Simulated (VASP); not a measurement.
# TiO2 (Pbcn) in VASP: notebook

The runs below take TiO2 through single point, with r2SCAN+U.

Everything below comes from runs of VASP 6.6.1. Logs are shortened: lines on timing, memory, paths and dates and some standing lists are left out, and cuts for length are marked.

### Step 1. The cell of the first run

It takes space group Pbcn (No. 60, orthorhombic). The conventional cell has a = 4.511 Å, b = 5.454 Å, c = 4.977 Å, α = 90.00°, β = 90.00°, γ = 90.00°. Ti (site symmetry 2) has 6 O at 1.90 to 2.04 Å within 2.5 Å. O (site symmetry 1) has 3 Ti at 1.90 to 2.04 Å and 12 O at 2.54 to 2.98 Å within 3.0 Å.

### Step 2. Single point, r2SCAN+U (biaxial strain in the a-b plane: -1.0 %)

The input, POSCAR:

```
TiO2
1.0
    4.5108043707      0.0000000000      0.0000000000
    0.0000000000      5.4540913994      0.0000000000
    0.0000000000      0.0000000000      4.9768439724
Ti O
4 8
Direct
    0.5000000000      0.6685858255      0.7500000000
    0.0000000000      0.8314141745      0.2500000000
    0.5000000000      0.3314141745      0.2500000000
    0.0000000000      0.1685858255      0.7500000000
    0.7275911767      0.6163679017      0.0809487347
    0.2275911767      0.8836320983      0.9190512653
    0.7724088233      0.8836320983      0.5809487347
    0.2724088233      0.6163679017      0.4190512653
    0.7275911767      0.3836320983      0.5809487347
    0.2275911767      0.1163679017      0.4190512653
    0.7724088233      0.1163679017      0.0809487347
    0.2724088233      0.3836320983      0.9190512653
```

The input, INCAR.step1:

```
SYSTEM = TiO2
PREC = Accurate
ENCUT = 520
ISMEAR = 0
SIGMA = 0.02
LREAL = .False.
LASPH = .True.
NELM = 150
LMAXMIX = 4
LDAU = .True.
LDAUTYPE = 2
LDAUL = 2 -1
LDAUU = 4 0
LDAUJ = 0 0
NBANDS = 60
GGA = PE
ALGO = Normal
EDIFF = 1E-4
LWAVE = .True.
LCHARG = .False.
```

The input, INCAR.step2:

```
SYSTEM = TiO2
PREC = Accurate
ENCUT = 520
EDIFF = 1E-6
ISMEAR = 0
SIGMA = 0.02
LREAL = .False.
LASPH = .True.
NELM = 150
ALGO = Normal
ISIF = 2
LWAVE = .False.
LCHARG = .False.
LMAXMIX = 4
LDAU = .True.
LDAUTYPE = 2
LDAUL = 2 -1
LDAUU = 4 0
LDAUJ = 0 0
LDAUPRINT = 1
METAGGA = R2SCAN
LMIXTAU = .True.
NBANDS = 60
ISTART = 1
```

The input, KPOINTS:

```
regular mesh
0
Gamma
  6 4 6
  0 0 0
```

Potentials or basis: VASP PAW PBE potentials, release 64 (Ti_sv, O).

Run with:

```bash
cat potpaw_PBE.64/Ti_sv/POTCAR potpaw_PBE.64/O/POTCAR > POTCAR
cp INCAR.step1 INCAR
mpirun -np 1 vasp_std > vasp.out
cp INCAR.step2 INCAR
mpirun -np 1 vasp_std > vasp.out
```

OUTCAR:

```text
SYSTEM = TiO2
   PREC = Accurate
   ENCUT = 520
   EDIFF = 1E-6
   ISMEAR = 0
   LREAL = .False.
   LASPH = .True.
   NELM = 150
   ISIF = 2
   METAGGA = R2SCAN
   ISTART = 1

 ion  position               nearest neighbor table
   1  0.500  0.669  0.750-   6 1.90   7 1.90   5 1.96   8 1.96   9 2.04  12 2.04
   2  0.000  0.831  0.250-   5 1.90   8 1.90   7 1.96   6 1.96  10 2.04  11 2.04
   3  0.500  0.331  0.250-  10 1.90  11 1.90   9 1.96  12 1.96   5 2.04   8 2.04
   4  0.000  0.169  0.750-   9 1.90  12 1.90  11 1.96  10 1.96   6 2.04   7 2.04
   5  0.728  0.616  0.081-   2 1.90   1 1.96   3 2.04
   6  0.228  0.884  0.919-   1 1.90   2 1.96   4 2.04
   7  0.772  0.884  0.581-   1 1.90   2 1.96   4 2.04
   8  0.272  0.616  0.419-   2 1.90   1 1.96   3 2.04
   9  0.728  0.384  0.581-   4 1.90   3 1.96   1 2.04
  10  0.228  0.116  0.419-   3 1.90   4 1.96   2 2.04
  11  0.772  0.116  0.081-   3 1.90   4 1.96   2 2.04
  12  0.272  0.384  0.919-   4 1.90   3 1.96   1 2.04

  LATTYP: Found a simple orthorhombic cell.
 ALAT       =     4.5108043707
 B/A-ratio  =     1.1033162965
 C/A-ratio  =     1.2091172552

  Lattice vectors:

 A1 = (  -4.5108043707,   0.0000000000,   0.0000000000)
 A2 = (   0.0000000000,   0.0000000000,   4.9768439724)
 A3 = (   0.0000000000,   5.4540913994,   0.0000000000)

Analysis of symmetry for initial positions (statically):
=====================================================================
 Subroutine PRICEL returns:
 Original cell was already a primitive cell.

 Routine SETGRP: Setting up the symmetry group for a
 simple orthorhombic supercell.

 Subroutine GETGRP returns: Found  8 space group operations
 (whereof  2 operations were pure point group operations)
 out of a pool of  8 trial point group operations.

The static configuration has the point symmetry S_2 .
 The point group associated with its full space group is D_2h.

Analysis of symmetry for dynamics (positions and initial velocities):
=====================================================================
 Subroutine PRICEL returns:
 Original cell was already a primitive cell.

 Routine SETGRP: Setting up the symmetry group for a
 simple orthorhombic supercell.

 Subroutine GETGRP returns: Found  8 space group operations
 (whereof  2 operations were pure point group operations)
 out of a pool of  8 trial point group operations.

The dynamic configuration has the point symmetry S_2 .
 The point group associated with its full space group is D_2h.

 Subroutine INISYM returns: Found  8 space group operations
 (whereof  2 operations are pure point group operations),
 and found     1 'primitive' translations

----------------------------------------------------------------------------------------

                                     Primitive cell

  volume of cell :     122.4420

  direct lattice vectors                    reciprocal lattice vectors
     4.510804371  0.000000000  0.000000000     0.221689951  0.000000000  0.000000000
     0.000000000  5.454091399  0.000000000     0.000000000  0.183348596  0.000000000
     0.000000000  0.000000000  4.976843972     0.000000000  0.000000000  0.200930551

  length of vectors
     4.510804371  5.454091399  4.976843972     0.221689951  0.183348596  0.200930551

  position of ions in fractional coordinates (direct lattice)
     0.500000000  0.668585826  0.750000000
     0.000000000  0.831414174  0.250000000
     0.500000000  0.331414174  0.250000000
     0.000000000  0.168585826  0.750000000
     0.727591177  0.616367902  0.080948735
     0.227591177  0.883632098  0.919051265
     0.772408823  0.883632098  0.580948735
     0.272408823  0.616367902  0.419051265
     0.727591177  0.383632098  0.580948735
     0.227591177  0.116367902  0.419051265
     0.772408823  0.116367902  0.080948735
     0.272408823  0.383632098  0.919051265

  ion indices of the primitive-cell ions
   primitive index   ion index
                 1           1
                 2           2
                 3           3
                 4           4
[... 26 lines left out ...]

[... 40 lines left out ...]
  o =  0.1025  v =  0.0000  0.0000 -0.1669  0.1316  0.9772  0.0000  0.0000  0.0000  0.0000  0.0000      0.0000  0.0000  0.0000  0.0000  0.0000  0.0000  0.0000  0.0000  0.0000  0.0000
  o =  0.1025  v =  0.0000  0.0000  0.0000  0.0000  0.0000  0.0000  0.0000 -0.1669  0.1316  0.9772      0.0000  0.0000  0.0000  0.0000  0.0000  0.0000  0.0000  0.0000  0.0000  0.0000
  o =  0.2472  v = -0.8177 -0.5757 -0.0000 -0.0000  0.0000  0.0000  0.0000  0.0000  0.0000  0.0000      0.0000  0.0000  0.0000  0.0000  0.0000  0.0000  0.0000  0.0000  0.0000  0.0000
  o =  0.2472  v =  0.0000  0.0000  0.0000  0.0000  0.0000 -0.8177 -0.5757 -0.0000 -0.0000  0.0000      0.0000  0.0000  0.0000  0.0000  0.0000  0.0000  0.0000  0.0000  0.0000  0.0000
  o =  0.2523  v =  0.0000  0.0000  0.5304 -0.8234  0.2015  0.0000  0.0000  0.0000  0.0000  0.0000      0.0000  0.0000  0.0000  0.0000  0.0000  0.0000  0.0000  0.0000  0.0000  0.0000
  o =  0.2523  v =  0.0000  0.0000  0.0000  0.0000  0.0000  0.0000  0.0000  0.5304 -0.8234  0.2015      0.0000  0.0000  0.0000  0.0000  0.0000  0.0000  0.0000  0.0000  0.0000  0.0000

 number of electron      96.0000011 magnetization

 Free energy of the ion-electron system (eV)
  ---------------------------------------------------
  ext. energy  EPLUGINS =         0.00000000
  ---------------------------------------------------
  free energy    TOTEN  =      -129.21514991 eV

  energy without entropy =     -129.21514991  energy(sigma->0) =     -129.21514991

 E-fermi :   4.9607     XC(G=0): -12.3111

 val. band max:        4.7172195186   @ k =   0.0000   0.0000   0.0000
 cond. band min:       8.2166850888   @ k =   0.0000   0.0000   0.5000
 fundamental gap:      3.4994655702
 Fermi energy:         4.9607109382

 k-point     1 :       0.0000    0.0000    0.0000
  band No.  band energies     occupation
      1     -54.9878      2.00000
      2     -54.9664      2.00000
      3     -54.9561      2.00000
      4     -54.9530      2.00000
      5     -30.3176      2.00000
      6     -30.2427      2.00000
[... 1501 lines left out ...]
     59       9.6085      0.00000
     60       9.6085      0.00000

 [... further k-points ...]

------------------------ aborting loop because EDIFF is reached ----------------------------------------

  FORCE on cell =-STRESS in cart. coord.  units (eV):
  Direction    XX          YY          ZZ          XY          YZ          ZX
  --------------------------------------------------------------------------------------
  -------------------------------------------------------------------------------------
  Total        8.3982202      7.9052498      5.4243390      0.0000000      0.0000000      0.0000000
  in kB      109.8923368    103.4417246     70.9785260      0.0000000      0.0000000      0.0000000
  external PRESSURE =      94.7708625 kB  Pullay stress =       0.0000000 kB

 VOLUME and BASIS-vectors are now :
 -----------------------------------------------------------------------------
  energy-cutoff  :      520.00
  volume of cell :      122.44
      direct lattice vectors                 reciprocal lattice vectors
     4.510804371  0.000000000  0.000000000     0.221689951  0.000000000  0.000000000
     0.000000000  5.454091399  0.000000000     0.000000000  0.183348596  0.000000000
     0.000000000  0.000000000  4.976843972     0.000000000  0.000000000  0.200930551

 POSITION                                       TOTAL-FORCE (eV/Angst)
 -----------------------------------------------------------------------------------
      2.25540      3.64653      3.73263         0.000000     -0.389509     -0.000000
      0.00000      4.53461      1.24421        -0.000000      0.389509     -0.000000
      2.25540      1.80756      1.24421        -0.000000      0.389509     -0.000000
      0.00000      0.91948      3.73263         0.000000     -0.389509     -0.000000
      3.28202      3.36173      0.40287        -0.002150     -0.186114     -0.045550
      1.02662      4.81941      4.57397        -0.002150      0.186114      0.045550
      3.48419      4.81941      2.89129         0.002150      0.186114     -0.045550
      1.22878      3.36173      2.08555         0.002150     -0.186114      0.045550
      3.28202      2.09236      2.89129        -0.002150      0.186114     -0.045550
      1.02662      0.63468      2.08555        -0.002150     -0.186114      0.045550
      3.48419      0.63468      0.40287         0.002150     -0.186114     -0.045550
      1.22878      2.09236      4.57397         0.002150      0.186114      0.045550
 -----------------------------------------------------------------------------------
    total drift:                               -0.000000      0.000000      0.000000

  FREE ENERGIE OF THE ION-ELECTRON SYSTEM (eV)
  ---------------------------------------------------
  free  energy   TOTEN  =      -129.2151499118 eV

  energy  without entropy=     -129.2151499118  energy(sigma->0) =     -129.21514991
```

It took 49 min on 1 thread of Oxide Virtual Turin-like, shared host; peak memory 0.38 GiB.

Results:

```yaml
Free_energy: -129.2151 eV
Pressure: 9.5 GPa
Largest_force: 0.390 eV/Å
Band_gap_on_the_k_mesh: 3.50 eV (least direct gap 3.58 eV)
```

Forces in eV/Å, atoms in the order of the input:
```
Ti   0.000 -0.390  0.000
Ti   0.000  0.390  0.000
Ti   0.000  0.390  0.000
Ti   0.000 -0.390  0.000
O   -0.002 -0.186 -0.046
O   -0.002  0.186  0.046
O    0.002  0.186 -0.046
O    0.002 -0.186  0.046
O   -0.002  0.186 -0.046
O   -0.002 -0.186  0.046
O    0.002 -0.186 -0.046
O    0.002  0.186  0.046
```

Stress tensor (GPa, compression positive):
```
10.99  0.00  0.00
 0.00 10.34  0.00
 0.00  0.00  7.10
```

Levels at points of the mesh, in eV from the valence-band top:
```tsv
k point	band 45	band 46	band 47	band 48	band 49	band 50	band 51	band 52
(0.00, 0.00, 0.00)	-0.48	-0.43	-0.08	0.00	3.58	3.59	3.59	3.74
(0.50, 0.00, 0.00)	-0.42	-0.42	-0.30	-0.30	3.97	3.97	4.15	4.15
(0.00, 0.50, 0.00)	-1.29	-1.29	-0.21	-0.21	3.71	3.71	4.08	4.08
(0.50, 0.50, 0.00)	-0.67	-0.67	-0.40	-0.40	3.82	3.82	3.90	3.90
(0.00, 0.00, 0.50)	-0.46	-0.46	-0.35	-0.35	3.50	3.50	3.94	3.94
(0.50, 0.00, 0.50)	-0.50	-0.50	-0.50	-0.50	3.86	3.86	3.86	3.86
(0.00, 0.50, 0.50)	-0.52	-0.52	-0.52	-0.52	3.84	3.84	3.84	3.84
(0.50, 0.50, 0.50)	-0.86	-0.86	-0.86	-0.86	3.81	3.81	3.81	3.81
```

Eigenvalues of the final occupation matrices:
```tsv
site	spin	trace	eigenvalues
site 1 d	1	0.77	0.08 0.09 0.10 0.25 0.25
site 1 d	2	0.77	0.08 0.09 0.10 0.25 0.25
site 2 d	1	0.77	0.08 0.09 0.10 0.25 0.25
site 2 d	2	0.77	0.08 0.09 0.10 0.25 0.25
site 3 d	1	0.77	0.08 0.09 0.10 0.25 0.25
site 3 d	2	0.77	0.08 0.09 0.10 0.25 0.25
site 4 d	1	0.77	0.08 0.09 0.10 0.25 0.25
site 4 d	2	0.77	0.08 0.09 0.10 0.25 0.25
```

Caveat: the cell differs from its parent crystal (biaxial strain in the a-b plane: -1.0 %); the cell stands under pressure; the PAW data sets were made with another functional, which shifts forces and pressure a little.

(Part 1 of 2 ends here.)
